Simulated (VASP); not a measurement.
# Ca in VASP: notebook

Runs on Ca. Level: PBEsol. Tasks: single point.

Everything below comes from runs of VASP 6.6.1. Logs are shortened: lines on timing, memory, paths and dates and some standing lists are left out, and cuts for length are marked.

### 1 The cell of the first run

The structure is tetragonal, space group I4/mmm (No. 139). Conventional cell: a = 4.122 Å, b = 4.122 Å, c = 4.301 Å, α = 90.00°, β = 90.00°, γ = 90.00°. Within 4.8 Å of Ca (site symmetry 4/mmm) lie 14 Ca at 3.62 to 4.30 Å.

### 2 Single point, PBEsol (strain -0.080 along x and y, -0.040 along z)

INCAR

```
SYSTEM = Ca
ALGO = Normal
EDIFF = 1E-6
ENCUT = 520
GGA = PS
ISIF = 2
ISMEAR = 0
LASPH = .True.
LCHARG = .True.
LELF = .True.
LREAL = .False.
LVHAR = .True.
LWAVE = .False.
NBANDS = 11
NELM = 60
PREC = Accurate
SIGMA = 0.15
```

KPOINTS

```
k-points
0
Gamma
  16 16 16
  0 0 0
```

POSCAR

```
Ca
1.0
   -2.0608000000      2.0608000000      2.1504000000
    2.0608000000     -2.0608000000      2.1504000000
    2.0608000000      2.0608000000     -2.1504000000
Ca
1
Direct
    0.0000000000      0.0000000000      0.0000000000
```

Potentials or basis: VASP PAW PBE potentials, release 64 (Ca_sv).

On the command line:

```console
$ cat potpaw_PBE.64/Ca_sv/POTCAR > POTCAR
$ mpirun -np 1 vasp_std > vasp.out
```

OUTCAR:

```text
SYSTEM = Ca
   EDIFF = 1E-6
   ENCUT = 520
   GGA = PS
   ISIF = 2
   ISMEAR = 0
   LASPH = .True.
   LREAL = .False.
   NELM = 60
   PREC = Accurate

 ion  position               nearest neighbor table
   1  0.000  0.000  0.000-

  LATTYP: Found a body centered tetragonal cell.
 ALAT       =     4.1216000000
 C/A-ratio  =     1.0434782609

  Lattice vectors:

 A1 = (  -2.0608000000,   2.0608000000,   2.1504000000)
 A2 = (   2.0608000000,  -2.0608000000,   2.1504000000)
 A3 = (   2.0608000000,   2.0608000000,  -2.1504000000)

Analysis of symmetry for initial positions (statically):
=====================================================================
 Subroutine PRICEL returns:
 Original cell was already a primitive cell.

 Routine SETGRP: Setting up the symmetry group for a
 body centered tetragonal supercell.

 Subroutine GETGRP returns: Found 16 space group operations
 (whereof 16 operations were pure point group operations)
 out of a pool of 16 trial point group operations.

The static configuration has the point symmetry D_4h.

Analysis of symmetry for dynamics (positions and initial velocities):
=====================================================================
 Subroutine PRICEL returns:
 Original cell was already a primitive cell.

 Routine SETGRP: Setting up the symmetry group for a
 body centered tetragonal supercell.

 Subroutine GETGRP returns: Found 16 space group operations
 (whereof 16 operations were pure point group operations)
 out of a pool of 16 trial point group operations.

The dynamic configuration has the point symmetry D_4h.

 Subroutine INISYM returns: Found 16 space group operations
 (whereof 16 operations are pure point group operations),
 and found     1 'primitive' translations

----------------------------------------------------------------------------------------

                                     Primitive cell

  volume of cell :      36.5301

  direct lattice vectors                    reciprocal lattice vectors
    -2.060800000  2.060800000  2.150400000     0.000000000  0.242624224  0.232514881
     2.060800000 -2.060800000  2.150400000     0.242624224  0.000000000  0.232514881
     2.060800000  2.060800000 -2.150400000     0.242624224  0.242624224  0.000000000

  length of vectors
     3.621879821  3.621879821  3.621879821     0.336050121  0.336050121  0.343122468

  position of ions in fractional coordinates (direct lattice)
     0.000000000  0.000000000  0.000000000

  ion indices of the primitive-cell ions
   primitive index   ion index
                 1           1

----------------------------------------------------------------------------------------

 KPOINTS: k-points

Automatic generation of k-mesh.
 Grid dimensions read from file:
 generate k-points for:   16   16   16

 Generating k-lattice:

  Cartesian coordinates                     Fractional coordinates (reciprocal lattice)
     0.000000000  0.015164014  0.014532180     0.062500000  0.000000000  0.000000000
     0.015164014  0.000000000  0.014532180     0.000000000  0.062500000  0.000000000
     0.015164014  0.015164014  0.000000000     0.000000000  0.000000000  0.062500000

  Length of vectors
     0.021003133  0.021003133  0.021445154

  Shift w.r.t. Gamma in fractional coordinates (k-lattice)
     0.000000000  0.000000000  0.000000000

 Subroutine IBZKPT returns following result:
 ===========================================

 Found    349 irreducible k-points:

 Following reciprocal coordinates:
            Coordinates               Weight
  0.000000  0.000000  0.000000      1.000000
  0.062500  0.000000  0.000000      8.000000
  0.125000  0.000000  0.000000      8.000000
  0.187500  0.000000 -0.000000      8.000000
  0.250000  0.000000  0.000000      8.000000
  0.312500  0.000000  0.000000      8.000000
[... 16 lines left out ...]
 -0.125000  0.062500  0.000000     16.000000
 -0.062500  0.062500  0.000000      4.000000
 [... further k-points ...]
   k-points           NKPTS =    349   k-points in BZ     NKDIM =    349   number of bands    NBANDS=     11
   number of dos      NEDOS =    301   number of ions     NIONS =      1
   total plane-waves  NPLWV =  21952
   dimension x,y,z NGX =    28 NGY =   28 NGZ =   28
   dimension x,y,z NGXF=    56 NGYF=   56 NGZF=   56
   ions per type =               1
   NGX,Y,Z   is equivalent  to a cutoff of  12.85, 12.85, 12.85 a.u.
   NGXF,Y,Z  is equivalent  to a cutoff of  25.70, 25.70, 25.70 a.u.
 SYSTEM =  Ca
   PREC   = accura    normal or accurate (medium, high low for compatibility)
   ISTART =      0    job   : 0-new  1-cont  2-samecut
   ICHARG =      2    charge: 1-file 2-atom 10-const
   ISPIN  =      1    spin polarized calculation?
   LNONCOLLINEAR =      F non collinear calculations
   LSORBIT =      F    spin-orbit coupling
   LASPH  =      T    aspherical Exc in radial PAW
   ENCUT  =  520.0 eV  38.22 Ry    6.18 a.u.   6.73  6.73  6.73*2*pi/ulx,y,z
   NELM   =     60;   NELMIN=  2; NELMDL= -5     # of ELM steps
   EDIFF  = 0.1E-05   stopping-criterion for ELM
   LREAL  =      F    real-space projection
   EDIFFG = 0.1E-04   stopping-criterion for IOM
   NSW    =      0    number of steps for IOM
   IBRION =     -1    ionic relax: 0-MD 1-quasi-New 2-CG
   NFREE  =      0    steps in history (QN), initial steepest desc. (CG)
   ISIF   =      2    stress and relaxation
   ISYM   =      2    0-nonsym 1-usesym 2-fastsym
   POTIM  = 0.5000    time-step for ionic-motion
   TEBEG  =    0.0;   TEEND  =   0.0 temperature during run
   PSTRESS=    0.0 pullay stress
   NELECT =      10.0000    total number of electrons
   NUPDOWN=      -1.0000    fix difference up-down
   EMIN   =  10.00;   EMAX   =-10.00  energy-range for DOS
   EFERMI =   0.00;   METHOD = LEGACY
   ISMEAR =     0;   SIGMA  =   0.15  broadening in eV -4-tet -1-fermi 0-gaus
   EFERMI_NEDOS =   21; number of points for ismear=-14 and -15
   IALGO  =     38    algorithm
   IMIX   =      4    mixing-type and parameters
     AMIX     =   0.40;   BMIX     =  1.00
     AMIX_MAG =   1.60;   BMIX_MAG =  1.00
  volume/ion in A,a.u.               =      36.53       246.52
  Fermi-wavevector in a.u.,A,eV,Ry     =   1.062979  2.008738 15.373542  1.129923
  Thomas-Fermi vector in A             =   2.198448
   LORBIT       =      0    0 simple, 1 ext, 2 COOP (PROOUT), +10 PAW based schemes
   GGA     = PS    functional components
   LHFCALC =     F    Hartree Fock is set to
   AEXX    =    0.0000 exact exchange contribution
   IVDW    =     0    specifies the selected vdW correction
   LEPSILON=     F    determine dielectric tensor
   LRPA    =     F    only Hartree local field effects (RPA)
 non-spin polarized calculation
 Gauss-broadening in eV      SIGMA  =   0.15
  energy-cutoff  :      520.00
  volume of cell :       36.53
 maximum number of plane-waves:      1000
   NGX = 13   NGY = 13   NGZ = 13

 number of electron      10.0000000 magnetization

 Free energy of the ion-electron system (eV)
  ---------------------------------------------------
  ext. energy  EPLUGINS =         0.00000000
  ---------------------------------------------------
  free energy    TOTEN  =        -2.10313098 eV

  energy without entropy =       -2.08871880  energy(sigma->0) =       -2.09592489

 E-fermi :   2.5379     XC(G=0):  -8.2791

 val. band max:        2.5337061012   @ k =   0.3750   0.3125   0.0000
 cond. band min:       2.5379951413   @ k =  -0.3750  -0.4375   0.1875
 fundamental gap:      0.0042890401
 Fermi energy:         2.5378812197

 k-point     1 :       0.0000    0.0000    0.0000
  band No.  band energies     occupation
      1     -38.9964      2.00000
      2     -19.9631      2.00000
      3     -19.9631      2.00000
      4     -19.9552      2.00000
      5      -1.7942      2.00000
      6       4.9597      0.00000
      7       4.9597      0.00000
      8       5.1788      0.00000
      9       6.1129      0.00000
     10       6.3966      0.00000
     11      13.2106      0.00000

 k-point     2 :       0.0625    0.0000    0.0000
  band No.  band energies     occupation
      1     -38.9953      2.00000
      2     -19.9701      2.00000
      3     -19.9659      2.00000
      4     -19.9576      2.00000
      5      -1.7148      2.00000
      6       4.9313      0.00000
      7       4.9566      0.00000
      8       5.1944      0.00000
      9       6.0634      0.00000
     10       6.3764      0.00000
     11      13.2429      0.00000

 k-point     3 :       0.1250    0.0000    0.0000
  band No.  band energies     occupation
      1     -38.9921      2.00000
      2     -19.9959      2.00000
      3     -19.9741      2.00000
      4     -19.9584      2.00000
      5      -1.4804      2.00000
      6       4.8085      0.00000
      7       4.8623      0.00000
      8       5.3366      0.00000
      9       5.9607      0.00000
     10       6.3482      0.00000
     11      13.1297      0.00000

 k-point     4 :       0.1875    0.0000   -0.0000
  band No.  band energies     occupation
      1     -38.9874      2.00000
      2     -20.0354      2.00000
      3     -19.9863      2.00000
      4     -19.9585      2.00000
      5      -1.1030      2.00000
      6       4.5330      0.00000
      7       4.6813      0.00000
      8       5.6248      0.00000
      9       5.9188      0.00000
     10       6.3416      0.00000
     11      12.4055      0.00000
[... 239 lines left out ...]
 k-point    22 :      -0.1875    0.0625    0.0000
  band No.  band energies     occupation
      1     -38.9891      2.00000
      2     -20.0215      2.00000
      3     -19.9782      2.00000
      4     -19.9621      2.00000
      5      -1.2419      2.00000
      6       4.6310      0.00000
      7       4.7726      0.00000
      8       5.4815      0.00000
      9       5.9434      0.00000
     10       6.3305      0.00000
     11      12.8357      0.00000

 k-point    23 :      -0.1250    0.0625    0.0000
  band No.  band energies     occupation
      1     -38.9931      2.00000
      2     -19.9895      2.00000
      3     -19.9674      2.00000
      4     -19.9612      2.00000
      5      -1.5511      2.00000
      6       4.8136      0.00000
      7       4.9680      0.00000
      8       5.2286      0.00000
      9       6.0574      0.00000
     10       6.2994      0.00000
     11      13.3504      0.00000

 k-point    24 :      -0.0625    0.0625    0.0000
  band No.  band energies     occupation
      1     -38.9953      2.00000
      2     -19.9724      2.00000
      3     -19.9633      2.00000
      4     -19.9584      2.00000
      5      -1.7113      2.00000
      6       4.8996      0.00000
      7       5.0244      0.00000
      8       5.1432      0.00000
      9       6.1199      0.00000
     10       6.3291      0.00000
     11      13.3304      0.00000

 [... further k-points ...]
[... 5 lines left out ...]
  --------------------------------------------------------------------------------------
  -------------------------------------------------------------------------------------
  Total        0.4581111      0.4581111      0.4572155      0.0000000     -0.0000000      0.0000000
  in kB       20.0923390     20.0923390     20.0530581      0.0000000     -0.0000000      0.0000000
  external PRESSURE =      20.0792454 kB  Pullay stress =       0.0000000 kB

 VOLUME and BASIS-vectors are now :
 -----------------------------------------------------------------------------
  energy-cutoff  :      520.00
  volume of cell :       36.53
      direct lattice vectors                 reciprocal lattice vectors
    -2.060800000  2.060800000  2.150400000     0.000000000  0.242624224  0.232514881
     2.060800000 -2.060800000  2.150400000     0.242624224  0.000000000  0.232514881
     2.060800000  2.060800000 -2.150400000     0.242624224  0.242624224  0.000000000

 POSITION                                       TOTAL-FORCE (eV/Angst)
 -----------------------------------------------------------------------------------
      0.00000      0.00000      0.00000        -0.000000      0.000000     -0.000000
 -----------------------------------------------------------------------------------
    total drift:                                0.000000     -0.000000      0.000000

  FREE ENERGIE OF THE ION-ELECTRON SYSTEM (eV)
  ---------------------------------------------------
  free  energy   TOTEN  =        -2.1031309766 eV

  energy  without entropy=       -2.0887188049  energy(sigma->0) =       -2.09592489
```

Run time: 89 s. Hardware: 1 thread of AMD EPYC 7R13 (Zen 3), shared host; peak memory 0.23 GiB.

Results:

| Quantity | Value |
| --- | --- |
| Free energy | -2.1031 eV |
| Pressure | 2.0 GPa |
| Band gap on the k mesh | zero (band 5 reaches 2.85 eV, above the bottom of band 6 at 2.46 eV) |

Caveat: the cell differs from its parent crystal (strain -0.080 along x and y, -0.040 along z); the PAW data sets were made with another functional, which shifts forces and pressure a little.

### 3 Single point, PBEsol (strain -0.080 along x and y, -0.080 along z)

INCAR

```
SYSTEM = Ca
ALGO     = Normal         ! electronic algorithm
EDIFF    = 1E-7           ! SCF threshold, eV
ENCUT    = 520            ! plane-wave cutoff, eV
GGA      = PS             ! functional
ISIF     = 2              ! what is computed and relaxed
ISMEAR   = 0              ! smearing method
LASPH    = .TRUE.         ! aspherical terms in the spheres
LCHARG   = .FALSE.        ! write CHGCAR
LREAL    = .FALSE.        ! projectors in reciprocal space
LWAVE    = .FALSE.        ! write WAVECAR
NBANDS   = 11             ! bands
NELM     = 100            ! most SCF steps
PREC     = Accurate       ! precision mode
SIGMA    = 0.15           ! smearing width, eV
```

KPOINTS

```
k-points
0
G
  16 16 16
  0 0 0
```

POSCAR

```
Ca
1.0
   -2.0608000000      2.0608000000      2.0608000000
    2.0608000000     -2.0608000000      2.0608000000
    2.0608000000      2.0608000000     -2.0608000000
Ca
1
Direct
    0.0000000000      0.0000000000      0.0000000000
```

Potentials or basis: VASP PAW PBE potentials, release 64 (Ca_sv).

On the command line:

```console
$ cat potpaw_PBE.64/Ca_sv/POTCAR > POTCAR
$ mpirun -np 1 vasp_std > vasp.out
```

Wall time 35 s (1 thread of Intel Xeon Platinum 8259CL at 2.50GHz (Skylake/Cascade Lake), shared host); peak memory 0.19 GiB.

The run converged. Its results:

```
Free energy            : -2.0793 eV
Pressure               : 3.0 GPa
Band gap on the k mesh : zero (band 5 reaches 3.10 eV, above the bottom of band 6 at 2.53 eV)
```

Levels at points of the mesh, in eV from the Fermi level:
```tsv
k point	band 2	band 3	band 4	band 5	band 6	band 7	band 8	band 9
(0.00, 0.00, 0.00)	-22.38	-22.38	-22.38	-4.40	2.55	2.55	2.55	3.84
(0.50, 0.00, 0.00)	-22.66	-22.47	-22.38	-1.03	0.22	1.37	3.78	4.21
(0.50, 0.50, 0.50)	-22.57	-22.57	-22.57	-0.19	-0.19	4.76	4.76	4.76
```

Caveat: the cell differs from its parent crystal (strain -0.080 along x and y, -0.080 along z); the PAW data sets were made with another functional, which shifts forces and pressure a little.

### 4 Single point, PBEsol (strain -0.040 along x and y, -0.040 along z)

INCAR

```
SYSTEM = Ca
PREC     = Accurate       ! precision mode
ENCUT    = 520            ! plane-wave cutoff, eV
EDIFF    = 1E-7           ! SCF threshold, eV
ISMEAR   = 0              ! smearing method
SIGMA    = 0.15           ! smearing width, eV
LREAL    = .FALSE.        ! projectors in reciprocal space
LASPH    = .TRUE.         ! aspherical terms in the spheres
NELM     = 60             ! most SCF steps
ALGO     = Normal         ! electronic algorithm
ISIF     = 2              ! what is computed and relaxed
LWAVE    = .FALSE.        ! write WAVECAR
LCHARG   = .TRUE.         ! write CHGCAR
GGA      = PS             ! functional
LELF     = .TRUE.         ! ELF
LVHAR    = .TRUE.       
NBANDS   = 11             ! bands
```

KPOINTS

```
Automatic mesh
0
G
  16 16 16
  0 0 0
```

POSCAR

```
Ca
1.0
   -2.1504000000      2.1504000000      2.1504000000
    2.1504000000     -2.1504000000      2.1504000000
    2.1504000000      2.1504000000     -2.1504000000
Ca
1
Direct
    0.0000000000      0.0000000000      0.0000000000
```

On the command line:

```console
$ cat potpaw_PBE.64/Ca_sv/POTCAR > POTCAR
$ mpirun -np 1 vasp_std > vasp.out
```

Wall time 41 s (1 thread of Intel Xeon Platinum 8259CL at 2.50GHz (Skylake/Cascade Lake), shared host); peak memory 0.2 GiB.

It converged, with:

| Property | Result |
| --- | --- |
| Free energy | -2.1258 eV |
| Pressure | 0.3 GPa |
| Band gap on the k mesh | zero (band 5 reaches 2.52 eV, above the bottom of band 6 at 2.15 eV) |

Levels at points of the mesh, in eV from the Fermi level:
```csv
k point,band 2,band 3,band 4,band 5,band 6,band 7,band 8,band 9
"(0.00, 0.00, 0.00)",-22.73,-22.73,-22.73,-4.19,2.36,2.36,2.36,3.50
"(0.50, 0.00, 0.00)",-22.90,-22.79,-22.73,-0.96,0.03,1.33,3.40,3.80
"(0.50, 0.50, 0.50)",-22.85,-22.85,-22.85,-0.03,-0.03,4.15,4.15,4.15
```

Caveat: the cell differs from its parent crystal (strain -0.040 along x and y, -0.040 along z); the PAW data sets were made with another functional, which shifts forces and pressure a little.

### 5 The runs side by side

| cell | gap on the mesh (eV) | pressure (GPa) |
| --- | --- | --- |
| a = 3.622 Å, angles 110.6, 110.6, 107.2°, 1 atom | none | 2.0 |
| a = 3.569 Å, angles 109.5°, 1 atom | none | 3.0 |
| a = 3.725 Å, angles 109.5°, 1 atom | none | 0.3 |

Alike in all rows: task single point; level PBEsol; potentials or basis VASP PAW PBE potentials, release 64 (Ca_sv); no spin polarisation; k mesh 16 × 16 × 16; cutoff (eV) 520; smearing gaussian 0.15 eV.

Caveats: the PAW data sets were made with another functional, which shifts forces and pressure a little.

Total energies depend on the potentials used, so only differences within one code and one set of settings carry meaning.
